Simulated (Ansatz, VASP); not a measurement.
# Cs: VASP beside Ansatz

The input INCAR:

```
PREC = Accurate
ENCUT = 520
EDIFF = 1E-6
ISMEAR = -1
SIGMA = 0.05
LREAL = F
LASPH = T
NELM = 60
ALGO = Normal
ISIF = 2
LWAVE = F
LCHARG = F
LDIPOL = T
IDIPOL = 3
DIPOL = 0.5 0.5 0.500
GGA = PE
NBANDS = 16
```

KPOINTS

```
regular mesh
0
Gamma
  6 4 1
```

Contents of POSCAR:

```
Cs
1.0
    5.4974881302      0.0000000000      0.0000000000
    0.0000000000      8.9059307710      0.0000000000
    0.0000000000      0.0000000000     21.5870000000
Cs
2
Direct
    0.7500000000      0.7500000000      0.4632420411
    0.2500000000      0.2500000000      0.5367579589
```

Input for Ansatz:

```yaml
crystal:
  lattice:
    - [5.4974881302, 0.0, 0.0]
    - [0.0, 8.905930771, 0.0]
    - [0.0, 0.0, 21.587]
  atoms:
    - { symbol: Cs, position: [0.75, 0.75, 0.4632420411] }
    - { symbol: Cs, position: [0.25, 0.25, 0.5367579589] }
kpoints:
  mp_grid: { grid: [6, 4, 1] }
scf:
  occupations: { method: fermi_dirac, width: 0.05 }
hamiltonian:
  xc: pbe
  pseudopotentials: { kind: all_electron, lapw: { basis_error: 0.001 } }
output:
  forces: true
  stress: true
  eigenvalues: true
  populations: true
  dos: { projected: true, de: 0.2, e_range: [-14, 8] }
efield:
  axis: 3
  amplitude: 0
  dipole_correction: true
```

Alike in both runs: task single point; functional PBE; k mesh 6 × 4 × 1; occupations fermi-dirac, width 0.05 eV; no spin polarisation.

|  | VASP | Ansatz |
| --- | --- | --- |
| version | VASP 6.6.1 | Ansatz 0.2.0 |
| potentials or method | VASP PAW PBE potentials, release 64 (Cs_sv), cutoff 520 eV | all-electron LAPW, scalar-relativistic |

|  | VASP | Ansatz | Ansatz less VASP |
| --- | --- | --- | --- |
| rms of the force components (eV/Å) | 0.011 | 0.011 | +0.0001 |

Atom by atom the forces differ by 0.000 eV/Å (rms over components). Ansatz ran all-electron here, and VASP with PAW potentials.

Neither program's run includes spin-orbit coupling.
